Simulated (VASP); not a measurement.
# Al3O in VASP: further runs

The runs below take Al3O through single point, with PBEsol.

All numbers are computed with VASP 6.6.1; they aren't measurements. Logs are shortened: lines on timing, memory, paths and dates and some standing lists are left out, and cuts for length are marked.

## (1) The cell of the first run

The cell holds a slab with vacuum, 4 atoms: a = 2.839 Å, b = 2.839 Å, c = 19.641 Å, α = 90.00°, β = 90.00°, γ = 90.00°.

## (2) Single point, PBEsol

File INCAR:

```
PREC = Accurate ; ENCUT = 520
EDIFF = 1E-7 ; ISMEAR = 0
SIGMA = 0.1 ; LREAL = F
LASPH = T ; NELM = 60
ALGO = Normal ; ISIF = 2
LWAVE = F ; LCHARG = F
LDIPOL = T ; IDIPOL = 3
DIPOL = 0.5 0.5 0.356 ; GGA = PS
NBANDS = 16
```

File KPOINTS:

```
Automatic mesh
0
Gamma
  9 9 1
```

File POSCAR:

```
Al3O
1.0
    2.8394270062      0.0000000000      0.0000000000
    0.0000000000      2.8394270062      0.0000000000
    0.0000000000      0.0000000000     19.6413451717
Al O
3 1
Direct
    0.5000000000      0.5000000000      0.2036520394
    0.0000000000      0.0000000000      0.3090064802
    0.5000000000      0.5000000000      0.4145003868
    0.5000000000      0.6666666667      0.4950329086
```

Potentials or basis: VASP PAW PBE potentials, release 64 (Al, O).

Launch:

```
> cat potpaw_PBE.64/Al/POTCAR potpaw_PBE.64/O/POTCAR > POTCAR
> mpirun -np 1 vasp_std > vasp.out
```

OUTCAR:

```text
PREC = Accurate
   ENCUT = 520
   EDIFF = 1E-7
   ISMEAR = 0
   LREAL = F
   LASPH = T
   NELM = 60
   ISIF = 2
   GGA = PS

 ion  position               nearest neighbor table
   1  0.500  0.500  0.204-   2 2.88   2 2.88   2 2.88   2 2.88
   2  0.000  0.000  0.309-   1 2.88   1 2.88   1 2.88   1 2.88   3 2.89   3 2.89   3 2.89   3 2.89

   3  0.500  0.500  0.415-   4 1.65   2 2.89   2 2.89   2 2.89   2 2.89
   4  0.500  0.667  0.495-   3 1.65

  LATTYP: Found a simple tetragonal cell.
 ALAT       =     2.8394270062
 C/A-ratio  =     6.9173622456

  Lattice vectors:

 A1 = (   2.8394270062,   0.0000000000,   0.0000000000)
 A2 = (   0.0000000000,   2.8394270062,   0.0000000000)
 A3 = (   0.0000000000,   0.0000000000,  19.6413451717)

Analysis of symmetry for initial positions (statically):
=====================================================================
 Subroutine PRICEL returns:
 Original cell was already a primitive cell.

 Routine SETGRP: Setting up the symmetry group for a
 simple tetragonal supercell.

 Subroutine GETGRP returns: Found  2 space group operations
 (whereof  2 operations were pure point group operations)
 out of a pool of 16 trial point group operations.

The static configuration has the point symmetry C_1h.

Analysis of symmetry for dynamics (positions and initial velocities):
=====================================================================
 Subroutine PRICEL returns:
 Original cell was already a primitive cell.

 Routine SETGRP: Setting up the symmetry group for a
 simple tetragonal supercell.

 Subroutine GETGRP returns: Found  2 space group operations
 (whereof  2 operations were pure point group operations)
 out of a pool of 16 trial point group operations.

The dynamic configuration has the point symmetry C_1h.

 Subroutine INISYM returns: Found  2 space group operations
 (whereof  2 operations are pure point group operations),
 and found     1 'primitive' translations

----------------------------------------------------------------------------------------

                                     Primitive cell

  volume of cell :     158.3553

  direct lattice vectors                    reciprocal lattice vectors
     2.839427006  0.000000000  0.000000000     0.352183732  0.000000000  0.000000000
     0.000000000  2.839427006  0.000000000     0.000000000  0.352183732  0.000000000
     0.000000000  0.000000000 19.641345172     0.000000000  0.000000000  0.050913010

  length of vectors
     2.839427006  2.839427006 19.641345172     0.352183732  0.352183732  0.050913010

  position of ions in fractional coordinates (direct lattice)
     0.500000000  0.500000000  0.203652039
     0.000000000  0.000000000  0.309006480
     0.500000000  0.500000000  0.414500387
     0.500000000  0.666666667  0.495032909

  ion indices of the primitive-cell ions
   primitive index   ion index
                 1           1
                 2           2
                 3           3
                 4           4

----------------------------------------------------------------------------------------

 KPOINTS: Automatic mesh

Automatic generation of k-mesh.
 Grid dimensions read from file:
 generate k-points for:    9    9    1

 Generating k-lattice:

  Cartesian coordinates                     Fractional coordinates (reciprocal lattice)
     0.039131526  0.000000000  0.000000000     0.111111111  0.000000000  0.000000000
     0.000000000  0.039131526  0.000000000     0.000000000  0.111111111  0.000000000
     0.000000000  0.000000000  0.050913010     0.000000000  0.000000000  1.000000000

  Length of vectors
     0.039131526  0.039131526  0.050913010

  Shift w.r.t. Gamma in fractional coordinates (k-lattice)
     0.000000000  0.000000000  0.000000000

 Subroutine IBZKPT returns following result:
 ===========================================

 Found     25 irreducible k-points:

 Following reciprocal coordinates:
            Coordinates               Weight
  0.000000  0.000000  0.000000      1.000000
  0.111111  0.000000  0.000000      2.000000
  0.000000  0.111111  0.000000      2.000000
  0.222222  0.000000  0.000000      2.000000
  0.000000  0.222222  0.000000      2.000000
  0.333333  0.000000  0.000000      2.000000
[... 16 lines left out ...]
  0.444444  0.333333  0.000000      4.000000
 -0.333333  0.444444  0.000000      4.000000
   k-points           NKPTS =     25   k-points in BZ     NKDIM =     25   number of bands    NBANDS=     16
   number of dos      NEDOS =    301   number of ions     NIONS =      4
   total plane-waves  NPLWV =  86400
   dimension x,y,z NGX =    24 NGY =   24 NGZ =  150
   dimension x,y,z NGXF=    48 NGYF=   48 NGZF=  300
   ions per type =               3   1
   NGX,Y,Z   is equivalent  to a cutoff of  14.05, 14.05, 12.70 a.u.
   NGXF,Y,Z  is equivalent  to a cutoff of  28.10, 28.10, 25.39 a.u.
 SYSTEM =  unknown system
   PREC   = accura    normal or accurate (medium, high low for compatibility)
   ISTART =      0    job   : 0-new  1-cont  2-samecut
   ICHARG =      2    charge: 1-file 2-atom 10-const
   ISPIN  =      1    spin polarized calculation?
   LNONCOLLINEAR =      F non collinear calculations
   LSORBIT =      F    spin-orbit coupling
   LASPH  =      T    aspherical Exc in radial PAW
   ENCUT  =  520.0 eV  38.22 Ry    6.18 a.u.   5.28  5.28 36.52*2*pi/ulx,y,z
   NELM   =     60;   NELMIN=  2; NELMDL= -5     # of ELM steps
   EDIFF  = 0.1E-06   stopping-criterion for ELM
   LREAL  =      F    real-space projection
   EDIFFG = 0.1E-05   stopping-criterion for IOM
   NSW    =      0    number of steps for IOM
   IBRION =     -1    ionic relax: 0-MD 1-quasi-New 2-CG
   NFREE  =      0    steps in history (QN), initial steepest desc. (CG)
   ISIF   =      2    stress and relaxation
   ISYM   =      2    0-nonsym 1-usesym 2-fastsym
   POTIM  = 0.5000    time-step for ionic-motion
   TEBEG  =    0.0;   TEEND  =   0.0 temperature during run
   PSTRESS=    0.0 pullay stress
   NELECT =      15.0000    total number of electrons
   NUPDOWN=      -1.0000    fix difference up-down
   EMIN   =  10.00;   EMAX   =-10.00  energy-range for DOS
   EFERMI =   0.00;   METHOD = LEGACY
   ISMEAR =     0;   SIGMA  =   0.10  broadening in eV -4-tet -1-fermi 0-gaus
   EFERMI_NEDOS =   21; number of points for ismear=-14 and -15
   IALGO  =     38    algorithm
   IMIX   =      4    mixing-type and parameters
     AMIX     =   0.40;   BMIX     =  1.00
     AMIX_MAG =   1.60;   BMIX_MAG =  1.00
  volume/ion in A,a.u.               =      39.59       267.16
  Fermi-wavevector in a.u.,A,eV,Ry     =   0.746267  1.410241  7.577285  0.556915
  Thomas-Fermi vector in A             =   1.842049
   LORBIT       =      0    0 simple, 1 ext, 2 COOP (PROOUT), +10 PAW based schemes
   GGA     = PS    functional components
   LHFCALC =     F    Hartree Fock is set to
   AEXX    =    0.0000 exact exchange contribution
   IVDW    =     0    specifies the selected vdW correction
   LEPSILON=     F    determine dielectric tensor
   LRPA    =     F    only Hartree local field effects (RPA)
 non-spin polarized calculation
 Gauss-broadening in eV      SIGMA  =   0.10
  energy-cutoff  :      520.00
  volume of cell :      158.36
 maximum number of plane-waves:      4292
 NGX is ok and might be reduce to    24
   NGX = 11   NGY = 11   NGZ = 73

 dipolmoment           0.000000      0.000000     -0.013633 electrons x Angstroem

 number of electron      15.0000003 magnetization

 dipolmoment           0.000000      0.000000      0.239682 electrons x Angstroem

 Free energy of the ion-electron system (eV)
  ---------------------------------------------------
  ext. energy  EPLUGINS =         0.00000000
  ---------------------------------------------------
  free energy    TOTEN  =       -17.04504441 eV

  energy without entropy =      -17.03611874  energy(sigma->0) =      -17.04058158

 E-fermi :  -2.0551     XC(G=0):  -4.6391

 val. band max:       -2.0674609204   @ k =   0.1111   0.0000   0.0000
 cond. band min:      -2.0358627074   @ k =   0.0000   0.0000   0.0000
 fundamental gap:      0.0315982130
 Fermi energy:        -2.0551480311

 k-point     1 :       0.0000    0.0000    0.0000
  band No.  band energies     occupation
      1     -18.7699      2.00000
      2     -12.3624      2.00000
      3      -9.8968      2.00000
      4      -6.3909      2.00000
      5      -4.1239      2.00000
      6      -2.1050      1.51938
[... 8 lines left out ...]
     15       6.3050      0.00000
     16       6.6553      0.00000

 k-point     2 :       0.1111    0.0000    0.0000
  band No.  band energies     occupation
      1     -18.7182      2.00000
      2     -12.1392      2.00000
      3      -9.6827      2.00000
      4      -6.2021      2.00000
      5      -4.0188      2.00000
      6      -2.4929      2.00000
[... 8 lines left out ...]
     15       5.9447      0.00000
     16       6.8108      0.00000

 k-point     3 :       0.0000    0.1111    0.0000
  band No.  band energies     occupation
      1     -18.7161      2.00000
      2     -12.1393      2.00000
      3      -9.6830      2.00000
      4      -6.2031      2.00000
      5      -4.0226      2.00000
      6      -2.5615      2.00000
[... 8 lines left out ...]
     15       5.9271      0.00000
     16       6.8671      0.00000
[... 362 lines left out ...]
 k-point    23 :       0.4444    0.3333    0.0000
  band No.  band energies     occupation
      1     -18.0115      2.00000
      2      -6.9093      2.00000
      3      -5.1224      2.00000
      4      -4.9565      2.00000
      5      -4.0787      2.00000
      6      -3.6989      2.00000
[... 8 lines left out ...]
     15       3.3636      0.00000
     16       4.7386      0.00000

 k-point    24 :      -0.3333    0.4444    0.0000
  band No.  band energies     occupation
      1     -18.0066      2.00000
      2      -6.9114      2.00000
      3      -5.1648      2.00000
      4      -4.9631      2.00000
      5      -4.1716      2.00000
      6      -3.5690      2.00000
[... 8 lines left out ...]
     15       3.2850      0.00000
     16       4.8527      0.00000

 [... further k-points ...]

------------------------ aborting loop because EDIFF is reached ----------------------------------------

 vacuum level on the upper side and lower side of the slab       (xc-potential included)         2.602        -2.640

  FORCE on cell =-STRESS in cart. coord.  units (eV):
  Direction    XX          YY          ZZ          XY          YZ          ZX
  --------------------------------------------------------------------------------------
  -------------------------------------------------------------------------------------
  Total       -0.9852159     -1.1210838      0.3777877      0.0000000      1.6478673      0.0000000
  in kB       -9.9680299    -11.3426886      3.8223084      0.0000000     16.6724788      0.0000000
  external PRESSURE =      -5.8294700 kB  Pullay stress =       0.0000000 kB

 VOLUME and BASIS-vectors are now :
 -----------------------------------------------------------------------------
  energy-cutoff  :      520.00
  volume of cell :      158.36
      direct lattice vectors                 reciprocal lattice vectors
     2.839427006  0.000000000  0.000000000     0.352183732  0.000000000  0.000000000
     0.000000000  2.839427006  0.000000000     0.000000000  0.352183732  0.000000000
     0.000000000  0.000000000 19.641345172     0.000000000  0.000000000  0.050913010

 POSITION                                       TOTAL-FORCE (eV/Angst)
 -----------------------------------------------------------------------------------
      1.41971      1.41971      4.00000         0.000000     -0.001826     -0.131987
      0.00000      0.00000      6.06930         0.000000      0.064355      0.222460
      1.41971      1.41971      8.14135         0.000000     -1.184232     -0.270460
      1.41971      1.89295      9.72311         0.000000      1.121703      0.179988
 -----------------------------------------------------------------------------------
    total drift:                                0.000000     -0.000089      0.000031

  FREE ENERGIE OF THE ION-ELECTRON SYSTEM (eV)
  ---------------------------------------------------
  free  energy   TOTEN  =       -17.0450444149 eV

  energy  without entropy=      -17.0361187353  energy(sigma->0) =      -17.04058158

 vacuum level on the upper side and lower side of the slab         7.593         2.169
```

Wall time 5.1 min (1 thread of AMD EPYC 7R13, shared host); peak memory 0.26 GiB.

Results:

```yaml
Free_energy: -17.0450 eV
Largest_force: 1.215 eV/Å
```

Forces on the atoms (eV/Å):
```
Al   0.000 -0.002 -0.132
Al   0.000  0.064  0.222
Al   0.000 -1.184 -0.270
O    0.000  1.122  0.180
```

Levels at points of the mesh, in eV from the Fermi level:
| k point | band 5 | band 6 | band 7 | band 8 | band 9 | band 10 | band 11 | band 12 |
| --- | --- | --- | --- | --- | --- | --- | --- | --- |
| (0.00, 0.00, 0.00) | -2.07 | -0.05 | 0.02 | 0.76 | 3.68 | 5.28 | 6.15 | 6.53 |

Caveat: the PAW data sets were made with another functional, which shifts forces and pressure a little; an odd number of electrons without spin polarisation forces a metal; a magnetic or distorted state may lie lower.

## (3) Single point, PBEsol

File INCAR:

```
SYSTEM = Al3O
  PREC = Accurate
  ENCUT = 520
  EDIFF = 1E-7
  ISMEAR = 0
  SIGMA = 0.1
  LREAL = .False.
  LASPH = .True.
  NELM = 80
  ALGO = Normal
  ISIF = 2
  LWAVE = .False.
  LCHARG = .False.
  LDIPOL = .True.
  IDIPOL = 3
  DIPOL = 0.5 0.5 0.344
  GGA = PS
  NBANDS = 16
```

File KPOINTS:

```
Automatic mesh
0
Gamma
  9 9 1
  0 0 0
```

POSCAR: that of step 2 with these lines changed.

```diff
@@ -11,2 +11,2 @@
     0.5000000000      0.5000000000      0.4145003868
-    0.5000000000      0.6666666667      0.4950329086
+    0.8333333333      1.0000000000      0.4479468873
```

Potentials or basis: VASP PAW PBE potentials, release 64 (Al, O).

Launch:

```
> cat potpaw_PBE.64/Al/POTCAR potpaw_PBE.64/O/POTCAR > POTCAR
> mpirun -np 1 vasp_std > vasp.out
```

Run time: 4 min. Hardware: 1 thread of AMD EPYC 7R13, shared host; peak memory 0.26 GiB.

Results (log left out):

```yaml
Free_energy: -20.1886 eV
Largest_force: 0.536 eV/Å
```

Forces in eV/Å, atoms in the order of the input:
```
Al   0.029  0.000 -0.234
Al   0.226  0.000 -0.314
Al  -0.095  0.000  0.527
O   -0.160  0.000  0.020
```

Levels at points of the mesh, in eV from the Fermi level:
```
           k point  band 4  band 5  band 6  band 7  band 8  band 9  band 10  band 11
(0.00, 0.00, 0.00)   -4.83   -4.79   -4.06   -2.35    0.62    3.21     4.40     4.59
```

Caveat: the PAW data sets were made with another functional, which shifts forces and pressure a little; an odd number of electrons without spin polarisation forces a metal; a magnetic or distorted state may lie lower.

## (4) Single point, PBEsol

File INCAR:

```
SYSTEM = Al3O
PREC = Accurate ; ENCUT = 520
EDIFF = 1E-6 ; ISMEAR = 0
SIGMA = 0.1 ; LREAL = .False.
LASPH = .True. ; NELM = 60
ALGO = Normal ; ISIF = 2
LWAVE = .False. ; LCHARG = .False.
LDIPOL = .True. ; IDIPOL = 3
DIPOL = 0.5 0.5 0.346 ; GGA = PS
NBANDS = 16
```

File KPOINTS:

```
regular mesh
0
Gamma
  9 9 1
  0 0 0
```

POSCAR: that of step 3 with these lines changed.

```diff
@@ -11,2 +11,2 @@
     0.5000000000      0.5000000000      0.4145003868
-    0.8333333333      1.0000000000      0.4479468873
+    0.6666666667      1.0000000000      0.4563061110
```

Launch:

```
> cat potpaw_PBE.64/Al/POTCAR potpaw_PBE.64/O/POTCAR > POTCAR
> mpirun -np 1 vasp_std > vasp.out
```

Wall time 3.6 min (1 thread of AMD EPYC 7R13, shared host); peak memory 0.26 GiB.

Results (log left out):

```yaml
Free_energy: -20.0857 eV
Largest_force: 0.698 eV/Å
```

Forces on the atoms (eV/Å):
```
Al   0.024  0.000 -0.147
Al   0.142  0.000 -0.246
Al  -0.605  0.000  0.348
O    0.439  0.000  0.046
```

Levels at points of the mesh, in eV from the Fermi level:
```
           k point  band 4  band 5  band 6  band 7  band 8  band 9  band 10  band 11
(0.00, 0.00, 0.00)   -4.37   -3.99   -2.46   -1.99    1.22    3.64     5.03     6.14
```

Caveat: the PAW data sets were made with another functional, which shifts forces and pressure a little; an odd number of electrons without spin polarisation forces a metal; a magnetic or distorted state may lie lower.
